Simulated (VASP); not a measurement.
Runs of VASP 6.6.1 on W. The structure is that of space group I4/mmm (No. 139), or close to it. The cells are those of the table. 

```tsv
cell	further INCAR settings	gap on the mesh (eV)	pressure (GPa)
a = 3.051, b = 3.051, c = 2.630 Å, angles 64.5, 64.5, 51.1°, 1 atom	ALGO = Fast; EDIFF = 1e-07; NBANDS = 13	none	(a)
a = 2.984, b = 2.984, c = 2.702 Å, angles 63.1, 63.1, 53.8°, 1 atom	ALGO = Fast; EDIFF = 1e-06; NBANDS = 13	none	-15.5
a = 2.836, b = 2.836, c = 2.952 Å, angles 58.6, 58.6, 62.7°, 1 atom	ALGO = Fast; EDIFF = 1e-07; NBANDS = 13	none	-16.8
a = 2.923, b = 2.923, c = 2.781 Å, angles 61.6, 61.6, 56.8°, 1 atom	ALGO = Fast; EDIFF = 1e-07; NBANDS = 13	none	-16.5
a = 2.797, b = 2.797, c = 3.119 Å, angles 56.1, 56.1, 67.8°, 1 atom	ALGO = Fast; EDIFF = 1e-06; NBANDS = 13	none	(b)
a = 3.132, b = 3.132, c = 2.558 Å, angles 65.9, 65.9, 48.2°, 1 atom	ALGO = Fast; EDIFF = 1e-06; NBANDS = 13	none	-7.3
a = 2.813, b = 2.813, c = 3.031 Å, angles 57.4, 57.4, 65.2°, 1 atom	ALGO = Fast; EDIFF = 1e-06; NBANDS = 13	none	-18.3
```

Alike in all rows: task single point; level LDA; potentials or basis VASP PAW LDA potentials, release 64 (W_sv); no spin polarisation; k mesh 22 × 22 × 22; cutoff (eV) 520; smearing gaussian 0.15 eV.

Problem. Fill in the values left out.

Solution. (a) -13.2; (b) -20.6.

Caveats: spin-orbit coupling is left out, which moves the levels of the heavy elements.

A k mesh can miss the band edges, and the runs leave out spin-orbit coupling on W.

A gap of «none» marks levels without a gap at the run's occupations.
